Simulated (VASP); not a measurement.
Se: single point with LDA

Crystal: Se.

```
Se
1.0
     3.95346    0.00000    0.00000
    -1.97673    3.42380    0.00000
     0.00000    0.00000    5.12053
Se
3
Direct
  0.25435 0.00000 0.33333
  0.00000 0.25435 0.66667
  0.74565 0.74565 0.00000
```

```
Program                : VASP 6.6.1
Task                   : single point
Functional             : LDA
Potentials or basis    : VASP PAW LDA potentials, release 64 (Se)
Cutoff                 : 520 eV
k mesh                 : 9 × 9 × 6
Occupations            : fermi-dirac, width 0.05 eV
Spin                   : no spin polarisation
Dipole correction      : no
Further INCAR settings : ALGO = Normal; EDIFF = 1e-06; NBANDS = 16
```

| Quantity | Value |
| --- | --- |
| Pressure | 0.2 GPa |
| Largest force | 0.052 eV/Å |
| Band gap on the k mesh | 0.28 eV, direct |

Forces in eV/Å, atoms in the order of the input:
```
Se   0.052  0.000  0.000
Se  -0.026  0.045  0.000
Se  -0.026 -0.045  0.000
```

Stress tensor (GPa, compression positive):
```
0.14 0.00 0.00
0.00 0.14 0.00
0.00 0.00 0.29
```

Levels at points of the mesh, in eV from the valence-band top:
```
           k point  band 6  band 7  band 8  band 9  band 10  band 11  band 12  band 13
(0.00, 0.00, 0.00)   -3.45   -1.98   -1.98   -0.69     1.32     1.32     2.00     6.17
(0.00, 0.00, 0.50)   -3.19   -1.52   -1.35   -1.35     0.74     0.75     0.75     5.26
```

Wall time 25 s on 1 thread of Intel(R) Xeon(R) 6975P-C (Granite Rapids), with other jobs on the host, peak memory 0.18 GiB.

A k mesh can miss the band edges.
